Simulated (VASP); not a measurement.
# Ir (Im-3m) in VASP: single point with r2SCAN

Aim: the single point of Ir with r2SCAN.

All numbers are computed with VASP 6.6.1; they aren't measurements. Logs are shortened: lines on timing, memory, paths and dates and some standing lists are left out, and cuts for length are marked.

## Step 1: The cell of the first run

It takes space group Im-3m (No. 229, cubic). Conventional cell: a = 3.061 Å, b = 3.061 Å, c = 3.061 Å, α = 90.00°, β = 90.00°, γ = 90.00°. Within 3.5 Å of Ir (site symmetry m-3m) lie 14 Ir at 2.65 to 3.06 Å.

## Step 2: Single point, r2SCAN

Contents of POSCAR:

```
Ir
1.0
   -1.5305034284      1.5305034284      1.5305034284
    1.5305034284     -1.5305034284      1.5305034284
    1.5305034284      1.5305034284     -1.5305034284
Ir
1
Direct
    0.0000000000      0.0000000000      0.0000000000
```

Contents of INCAR.step1:

```
SYSTEM = Ir
  PREC = Accurate
  ENCUT = 520
  ISMEAR = 0
  SIGMA = 0.05
  LREAL = .FALSE.
  LASPH = .TRUE.
  NELM = 60
  NBANDS = 10
  GGA = PE
  ALGO = Normal
  EDIFF = 1E-4
  LWAVE = .TRUE.
  LCHARG = .FALSE.
```

Contents of INCAR.step2:

```
SYSTEM = Ir
  PREC = Accurate
  ENCUT = 520
  EDIFF = 1E-6
  ISMEAR = 0
  SIGMA = 0.05
  LREAL = .FALSE.
  LASPH = .TRUE.
  NELM = 60
  ALGO = Normal
  ISIF = 2
  LWAVE = .FALSE.
  LCHARG = .TRUE.
  METAGGA = R2SCAN
  LMIXTAU = .TRUE.
  LELF = .TRUE.
  LVHAR = .TRUE.
  NBANDS = 10
  ISTART = 1
```

Contents of KPOINTS:

```
regular mesh
0
G
  18 18 18
  0 0 0
```

Potentials or basis: VASP PAW PBE potentials, release 64 (Ir).

Launch:

```console
$ cat potpaw_PBE.64/Ir/POTCAR > POTCAR
$ cp INCAR.step1 INCAR
$ mpirun -np 1 vasp_std > vasp.out
$ cp INCAR.step2 INCAR
$ mpirun -np 1 vasp_std > vasp.out
```

OUTCAR:

```text
SYSTEM = Ir
   PREC = Accurate
   ENCUT = 520
   EDIFF = 1E-6
   ISMEAR = 0
   LREAL = .FALSE.
   LASPH = .TRUE.
   NELM = 60
   ISIF = 2
   METAGGA = R2SCAN
   ISTART = 1

 ion  position               nearest neighbor table
   1  0.000  0.000  0.000-

  LATTYP: Found a body centered cubic cell.
 ALAT       =     3.0610068568

  Lattice vectors:

 A1 = (  -1.5305034284,   1.5305034284,   1.5305034284)
 A2 = (   1.5305034284,  -1.5305034284,   1.5305034284)
 A3 = (   1.5305034284,   1.5305034284,  -1.5305034284)

Analysis of symmetry for initial positions (statically):
=====================================================================
 Subroutine PRICEL returns:
 Original cell was already a primitive cell.

 Routine SETGRP: Setting up the symmetry group for a
 body centered cubic supercell.

 Subroutine GETGRP returns: Found 48 space group operations
 (whereof 48 operations were pure point group operations)
 out of a pool of 48 trial point group operations.

The static configuration has the point symmetry O_h .

Analysis of symmetry for dynamics (positions and initial velocities):
=====================================================================
 Subroutine PRICEL returns:
 Original cell was already a primitive cell.

 Routine SETGRP: Setting up the symmetry group for a
 body centered cubic supercell.

 Subroutine GETGRP returns: Found 48 space group operations
 (whereof 48 operations were pure point group operations)
 out of a pool of 48 trial point group operations.

The dynamic configuration has the point symmetry O_h .

 Subroutine INISYM returns: Found 48 space group operations
 (whereof 48 operations are pure point group operations),
 and found     1 'primitive' translations

----------------------------------------------------------------------------------------

                                     Primitive cell

  volume of cell :      14.3405

  direct lattice vectors                    reciprocal lattice vectors
    -1.530503428  1.530503428  1.530503428     0.000000000  0.326689892  0.326689892
     1.530503428 -1.530503428  1.530503428     0.326689892  0.000000000  0.326689892
     1.530503428  1.530503428 -1.530503428     0.326689892  0.326689892  0.000000000

  length of vectors
     2.650909699  2.650909699  2.650909699     0.462009276  0.462009276  0.462009276

  position of ions in fractional coordinates (direct lattice)
     0.000000000  0.000000000  0.000000000

  ion indices of the primitive-cell ions
   primitive index   ion index
[... 78 lines left out ...]
   NFREE  =      0    steps in history (QN), initial steepest desc. (CG)
   ISIF   =      2    stress and relaxation
   ISYM   =      2    0-nonsym 1-usesym 2-fastsym
   POTIM  = 0.5000    time-step for ionic-motion
   TEBEG  =    0.0;   TEEND  =   0.0 temperature during run
   PSTRESS=    0.0 pullay stress
   NELECT =       9.0000    total number of electrons
   NUPDOWN=      -1.0000    fix difference up-down
   EMIN   =  10.00;   EMAX   =-10.00  energy-range for DOS
   EFERMI =   0.00;   METHOD = LEGACY
   ISMEAR =     0;   SIGMA  =   0.05  broadening in eV -4-tet -1-fermi 0-gaus
   EFERMI_NEDOS =   21; number of points for ismear=-14 and -15
   IALGO  =     38    algorithm
   IMIX   =      4    mixing-type and parameters
     AMIX     =   0.40;   BMIX     =  1.00
     AMIX_MAG =   1.60;   BMIX_MAG =  1.00
  volume/ion in A,a.u.               =      14.34        96.77
  Fermi-wavevector in a.u.,A,eV,Ry     =   1.401634  2.648705 26.729714  1.964579
  Thomas-Fermi vector in A             =   2.524476
   LORBIT       =      0    0 simple, 1 ext, 2 COOP (PROOUT), +10 PAW based schemes
   METAGGA = R2SCAN    functional components
   LHFCALC =     F    Hartree Fock is set to
   AEXX    =    0.0000 exact exchange contribution
   IVDW    =     0    specifies the selected vdW correction
   LEPSILON=     F    determine dielectric tensor
   LRPA    =     F    only Hartree local field effects (RPA)
 non-spin polarized calculation
 Gauss-broadening in eV      SIGMA  =   0.05
  energy-cutoff  :      520.00
  volume of cell :       14.34
 maximum number of plane-waves:       397
   NGX =  9   NGY =  9   NGZ =  9

 number of electron       8.9999999 magnetization

 Free energy of the ion-electron system (eV)
  ---------------------------------------------------
  ext. energy  EPLUGINS =         0.00000000
  ---------------------------------------------------
  free energy    TOTEN  =       -51.65993920 eV

  energy without entropy =      -51.65500121  energy(sigma->0) =      -51.65747021

 E-fermi :   9.6879     XC(G=0): -15.2133

 val. band max:        9.6877665353   @ k =   0.2778   0.2222   0.1111
 cond. band min:       9.6885129088   @ k =   0.2778   0.2778   0.0556
 fundamental gap:      0.0007463735
 Fermi energy:         9.6878742613

 k-point     1 :       0.0000    0.0000    0.0000
  band No.  band energies     occupation
      1      -1.4170      2.00000
      2       5.9207      2.00000
      3       5.9207      2.00000
      4       5.9207      2.00000
      5       9.0959      2.00000
      6       9.0959      2.00000
      7      27.6202      0.00000
      8      27.6202      0.00000
      9      27.6202      0.00000
     10      39.0395      0.00000
[... 287 lines left out ...]
 k-point    24 :       0.3889    0.1111    0.0000
  band No.  band energies     occupation
      1       2.2162      2.00000
      2       4.1418      2.00000
      3       7.5731      2.00000
      4       8.8969      2.00000
      5      10.0570      0.00000
      6      13.0341      0.00000
      7      18.7529      0.00000
      8      24.0120      0.00000
      9      27.0871      0.00000
     10      35.4862      0.00000

 [... further k-points ...]

------------------------ aborting loop because EDIFF is reached ----------------------------------------

  FORCE on cell =-STRESS in cart. coord.  units (eV):
  Direction    XX          YY          ZZ          XY          YZ          ZX
  --------------------------------------------------------------------------------------
  -------------------------------------------------------------------------------------
  Total        1.0635354      1.0635354      1.0635354      0.0000000     -0.0000000      0.0000000
  in kB      118.8227547    118.8227547    118.8227547      0.0000000     -0.0000000      0.0000000
  external PRESSURE =     118.8227547 kB  Pullay stress =       0.0000000 kB

 VOLUME and BASIS-vectors are now :
 -----------------------------------------------------------------------------
  energy-cutoff  :      520.00
  volume of cell :       14.34
      direct lattice vectors                 reciprocal lattice vectors
    -1.530503428  1.530503428  1.530503428     0.000000000  0.326689892  0.326689892
     1.530503428 -1.530503428  1.530503428     0.326689892  0.000000000  0.326689892
     1.530503428  1.530503428 -1.530503428     0.326689892  0.326689892  0.000000000

 POSITION                                       TOTAL-FORCE (eV/Angst)
 -----------------------------------------------------------------------------------
      0.00000      0.00000      0.00000        -0.000000      0.000000     -0.000000
 -----------------------------------------------------------------------------------
    total drift:                                0.000000     -0.000000      0.000000

  FREE ENERGIE OF THE ION-ELECTRON SYSTEM (eV)
  ---------------------------------------------------
  free  energy   TOTEN  =       -51.6599392027 eV

  energy  without entropy=      -51.6550012113  energy(sigma->0) =      -51.65747021
```

Wall time 47 s (1 thread of Intel Xeon 6975P-C, shared host); peak memory 0.16 GiB.

Results:

* Free energy: -51.6599 eV
* Pressure: 11.9 GPa

Caveat: the PAW data sets were made with another functional, which shifts forces and pressure a little; spin-orbit coupling is left out, which moves the levels of the heavy elements.
